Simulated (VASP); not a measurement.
Input of a VASP 6.6.1 run:

POSCAR

```
Sr3Be2O8
1.0
    2.7668798800      4.7560222700     -0.0791369300
   -2.7146616700      4.7258750600     -0.0405234700
   -0.0641986800     -3.2443544200      6.6876696100
Sr Be O
3 2 8
Direct
    0.0162810000      0.9864780000      0.0179530000
    0.2090680000      0.2334930000      0.6043820000
    0.8001610000      0.8068860000      0.3858500000
    0.3764470000      0.3934280000      0.2044730000
    0.5968160000      0.5890760000      0.7855350000
    0.3108490000      0.3358190000      0.9778310000
    0.6915480000      0.6631210000      0.0123980000
    0.7580860000      0.1996610000      0.6683460000
    0.7367020000      0.7330950000      0.7007610000
    0.2430370000      0.7401400000      0.6938640000
    0.2676380000      0.7623480000      0.3268480000
    0.7872000000      0.2482490000      0.3170810000
    0.2445210000      0.3204000000      0.3391750000
```

The input INCAR.step1:

```
SYSTEM = Sr3Be2O8
PREC = Accurate ; ENCUT = 520
ISMEAR = -5 ; SIGMA = 0.1
LREAL = .FALSE. ; LASPH = .TRUE.
NELM = 100 ; NBANDS = 53
GGA = PE ; ALGO = Normal
EDIFF = 1E-4 ; LWAVE = .TRUE.
LCHARG = .FALSE.
```

INCAR.step2

```
SYSTEM = Sr3Be2O8
PREC = Accurate ; ENCUT = 520
EDIFF = 1E-6 ; ISMEAR = -5
SIGMA = 0.1 ; LREAL = .FALSE.
LASPH = .TRUE. ; NELM = 100
ALGO = Normal ; ISIF = 2
LWAVE = .FALSE. ; LCHARG = .FALSE.
METAGGA = R2SCAN ; LMIXTAU = .TRUE.
NBANDS = 53 ; ISTART = 1
```

The input KPOINTS:

```
regular mesh
0
G
  4 4 3
  0 0 0
```

Potentials or basis: VASP PAW PBE potentials, release 64 (Sr_sv, Be, O).

Command:

```console
$ cat potpaw_PBE.64/Sr_sv/POTCAR potpaw_PBE.64/Be/POTCAR potpaw_PBE.64/O/POTCAR > POTCAR
$ cp INCAR.step1 INCAR
$ mpirun -np 1 vasp_std > vasp.out
$ cp INCAR.step2 INCAR
$ mpirun -np 1 vasp_std > vasp.out
```

(1) Predict the largest force.

(2) Estimate the pressure.

(3) What does it give for the band gap on the k mesh?

Results:

(1) 2.510 eV/Å.

(2) -4.5 GPa.

(3) zero (bands 41 and 42 overlap by 0.29 eV).

Caveat: the stress differs along the axes, from -8 to 2 GPa; semilocal functionals underestimate gaps, and a narrow one can read as zero; the PAW data sets were made with another functional, which shifts forces and pressure a little; tetrahedron occupations give inexact forces and stress in metals.
